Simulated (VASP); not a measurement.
Runs of VASP 6.6.1 on Al2Au. The structure is that of space group Fm-3m (No. 225), or close to it. The cells are those of the table. 

| task | cell | cutoff (eV) | gap on the mesh (eV) | pressure (GPa) |
| --- | --- | --- | --- | --- |
| single point | a = 4.328 Å, angles 60.0°, 3 atoms | 520 | none | -6.0 |
| single point | a = 4.382 Å, angles 60.0°, 3 atoms | 520 | none | -8.8 |
| single point | a = 4.113 Å, angles 60.0°, 3 atoms | 520 | none | (c) |
| single point | a = 4.245 Å, angles 60.0°, 3 atoms | 520 | none | (a) |
| single point | a = 4.158 Å, angles 60.0°, 3 atoms | 520 | none | 8.0 |
| single point | a = 4.202 Å, angles 60.0°, 3 atoms | 520 | none | (b) |
| single point | a = 4.243 Å, angles 60.0°, 3 atoms | 520 | none | 0.0 |
| relaxation of cell and atoms | relaxed from a = 4.243 Å, angles 60.0°, 3 atoms | 600 | none | 0.0 |
| single point | a = 4.287 Å, angles 60.0°, 3 atoms | 520 | none | -3.3 |
| single point | a = 4.068 Å, angles 60.0°, 3 atoms | 520 | none | 19.6 |

Alike in all rows: level PBEsol; potentials or basis VASP PAW PBE potentials, release 64 (Al, Au); no spin polarisation; k mesh 12 × 12 × 12; smearing gaussian 0.1 eV.

Problem. Fill in the values left out.

Solution. (a) -0.2; (b) 3.6; (c) 13.3.

Caveats: the PAW data sets were made with another functional, which shifts forces and pressure a little; spin-orbit coupling is left out, which moves the levels of the heavy elements; the cell stands under pressure (at least some runs); the cell stands under tension (at least some runs); the relaxation stopped at its first step, so nothing moved (at least some runs).

A k mesh can miss the band edges, and the runs leave out spin-orbit coupling on Au.

A gap of «none» marks levels without a gap at the run's occupations.
